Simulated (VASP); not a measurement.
The system is ZrTiN2.

```
Zr Ti N
1.0
     1.56941    0.90610    5.09744
    -1.56941    0.90610    5.09744
     0.00000   -1.81220    5.09744
Zr Ti N
1 1 2
Direct
  0.50000 0.50000 0.50000
  0.00000 0.00000 0.00000
  0.74456 0.74456 0.74456
  0.25544 0.25544 0.25544
```

| Quantity | Value |
| --- | --- |
| Program | VASP 6.6.1 |
| Task | relaxation of cell and atoms |
| Functional | PBEsol |
| Potentials or basis | VASP PAW PBE potentials, release 64 (Zr_sv, Ti_sv, N) |
| Cutoff | 600 eV |
| k mesh | 15 × 15 × 15 |
| Occupations | gaussian, width 0.1 eV |
| Spin | no spin polarisation |

At the start: pressure -7.4 GPa; volume 10.87 Å³/atom.

How do energy, volume and symmetry change on relaxing?

Over 8 steps the energy falls by 7.3 meV/atom and the volume is 10.57 Å³/atom (-2.8 %); space group R-3m (No. 166, to 0.1 Å) before and after.

The path:
| step | energy change (eV) | largest force (eV/Å) | pressure (GPa) | volume (Å³) |
| --- | --- | --- | --- | --- |
| 1 | 0.0000 | 0.0110 | -7.41 | 43.49 |
| 2 | 0.0498 | 0.2341 | 13.96 | 40.41 |
| 3 | -0.0289 | 0.0749 | -0.11 | 42.30 |
| 4 | -0.0289 | 0.0766 | 0.03 | 42.27 |
| 5 | -0.0292 | 0.0264 | 0.05 | 42.26 |
| 6 | -0.0292 | 0.0002 | 0.04 | 42.25 |
| 7 | -0.0292 | 0.0014 | 0.04 | 42.25 |
| 8 | -0.0293 | 0.0014 | -0.03 | 42.27 |

Final structure:
```cif
data_structure
_symmetry_space_group_name_H-M 'P 1'
_symmetry_Int_Tables_number 1
_cell_length_a 5.3615
_cell_length_b 5.3615
_cell_length_c 5.3615
_cell_angle_alpha 33.700
_cell_angle_beta 33.700
_cell_angle_gamma 33.700
_cell_volume 42.27
loop_
_atom_site_label
_atom_site_type_symbol
_atom_site_fract_x
_atom_site_fract_y
_atom_site_fract_z
_atom_site_occupancy
Zr1 Zr 0.50000 0.50000 0.50000 1
Ti1 Ti 0.00000 0.00000 0.00000 1
N1 N 0.74423 0.74423 0.74423 1
N2 N 0.25577 0.25577 0.25577 1
```

Caveat: the PAW data sets were made with another functional, which shifts forces and pressure a little.
